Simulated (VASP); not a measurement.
Set up this calculation in VASP 6.6.1, as the native input.

```
Task                   : single point
Functional             : PBE
Potentials or basis    : VASP PAW PBE potentials, release 64 (Si, O)
Cutoff                 : 520 eV
k mesh                 : 5 × 5 × 4
Occupations            : fermi-dirac, width 0.02 eV
Spin                   : no spin polarisation
Dipole correction      : no
Further INCAR settings : ALGO = Normal; EDIFF = 1e-06; NBANDS = 44
```

The structure of SiO2 lies in POSCAR:

```
SiO2
1.0
    4.9790000000      0.0000000000      0.0000000000
    0.0000000000      4.9790000000      0.0000000000
    0.0000000000      0.0000000000      6.9500000000
Si O
4 8
Direct
    0.3044023937      0.3044023937      0.0000000000
    0.1955976063      0.8044023937      0.2500000000
    0.6955976063      0.6955976063      0.5000000000
    0.8044023937      0.1955976063      0.7500000000
    0.2371047374      0.1148382698      0.1842518061
    0.3851617302      0.7371047374      0.4342518061
    0.7628952626      0.8851617302      0.6842518061
    0.6148382698      0.2628952626      0.9342518061
    0.7371047374      0.3851617302      0.5657481939
    0.8851617302      0.7628952626      0.3157481939
    0.2628952626      0.6148382698      0.0657481939
    0.1148382698      0.2371047374      0.8157481939
```

The input as run:

INCAR

```
PREC = Accurate ; ENCUT = 520
EDIFF = 1E-6 ; ISMEAR = -1
SIGMA = 0.02 ; LREAL = F
LASPH = T ; NELM = 60
ALGO = Normal ; ISIF = 2
LWAVE = F ; LCHARG = F
GGA = PE ; NBANDS = 44
```

KPOINTS

```
Automatic mesh
0
Gamma
  5 5 4
```

Potentials or basis: VASP PAW PBE potentials, release 64 (Si, O).

The run is started by

```console
$ cat potpaw_PBE.64/Si/POTCAR potpaw_PBE.64/O/POTCAR > POTCAR
$ mpirun -np 1 vasp_std > vasp.out
```

Results of the run:

| Item | Value |
| --- | --- |
| Pressure | 1.2 GPa |
| Largest force | 0.020 eV/Å |
| Band gap on the k mesh | 5.61 eV |

Caveat: an odd mesh through Γ misses points on the zone boundary, where band edges can lie.

Run time: 82 s on 1 thread of Intel(R) Xeon(R) Platinum 8488C (Sapphire Rapids) (shared host), peak memory 0.3 GiB.
